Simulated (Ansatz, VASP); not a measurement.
## K in VASP and in Ansatz

```
K
1.0
    -2.55857    2.55857    2.55857
     2.55857   -2.55857    2.55857
     2.55857    2.55857   -2.55857
K
1
Direct
  0.00000 0.00000 0.00000
```

Alike in both runs: task single point; functional r2SCAN; k mesh 14 × 14 × 14; occupations fermi-dirac, width 0.1 eV; no spin polarisation.

```csv
,VASP,Ansatz
version,VASP 6.6.1,Ansatz 0.2.0
potentials or method,"VASP PAW PBE potentials, release 64 (K_sv), cutoff 520 eV","plane waves (500 eV) with PAW, scalar-relativistic"
valence electrons in the cell,9,9
```

|  | VASP | Ansatz | Ansatz less VASP |
| --- | --- | --- | --- |
| pressure (GPa) | 0.6 | 0.6 | +0.03 |

VASP's potentials were made for PBE, not for r2SCAN. The functional is the same, so the differences come from potentials, cutoffs and numerics.
